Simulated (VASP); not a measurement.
Here is a VASP 6.6.1 calculation.

INCAR

```
PREC     = Accurate       # precision mode
ENCUT    = 520            # plane-wave cutoff, eV
EDIFF    = 1E-7           # SCF threshold, eV
ISMEAR   = 0              # smearing method
SIGMA    = 0.05           # smearing width, eV
LREAL    = False          # projectors in reciprocal space
LASPH    = True           # aspherical terms in the spheres
NELM     = 150            # most SCF steps
ALGO     = Normal         # electronic algorithm
ISIF     = 2              # what is computed and relaxed
LWAVE    = False          # write WAVECAR
LCHARG   = False          # write CHGCAR
LMAXMIX  = 4              # l up to which the mixer works
LDAU     = True           # DFT+U
LDAUTYPE = 2            
LDAUL    = 2 -1           # shell
LDAUU    = 4 0            # U, eV
LDAUJ    = 0 0          
LDAUPRINT= 1            
GGA      = PE             # functional
NBANDS   = 33             # bands
```

File KPOINTS:

```
regular mesh
0
Gamma
  8 8 8
```

The input POSCAR:

```
TiO2
1.0
   -1.9089353641      1.9089353641      4.8883612609
    1.9089353641     -1.9089353641      4.8883612609
    1.9089353641      1.9089353641     -4.8883612609
Ti O
2 4
Direct
    0.0000000000      0.0000000000      0.0000000000
    0.7500000000      0.2500000000      0.5000000000
    0.2347432624      0.2052765759      0.0294666865
    0.9847432624      0.4552765759      0.5294666865
    0.5741901106      0.0447234241      0.5294666865
    0.8241901106      0.7947234241      0.0294666865
```

Potentials or basis: VASP PAW PBE potentials, release 64 (Ti_sv, O).

Launch:

```console
$ cat potpaw_PBE.64/Ti_sv/POTCAR potpaw_PBE.64/O/POTCAR > POTCAR
$ mpirun -np 1 vasp_std > vasp.out
```

Task: Predict the pressure.

Result: 5.6 GPa.

Task: Estimate the band gap on the k mesh.

Result: 2.89 eV (least direct gap 3.08 eV).

Task: Estimate the largest force.

Result: 1.158 eV/Å.

Stress tensor (GPa, compression positive):
```
4.00 0.00 0.00
0.00 8.92 0.00
0.00 0.00 4.02
```

Caveat: the cell differs from its parent crystal (all O atoms moved +0.113 Å, as atom 3 along Cartesian [0 1 0]); the cell stands under pressure; forces of over 1 eV/Å act on the atoms, so gaps and moduli don't describe the material at rest. A k mesh can miss the band edges.
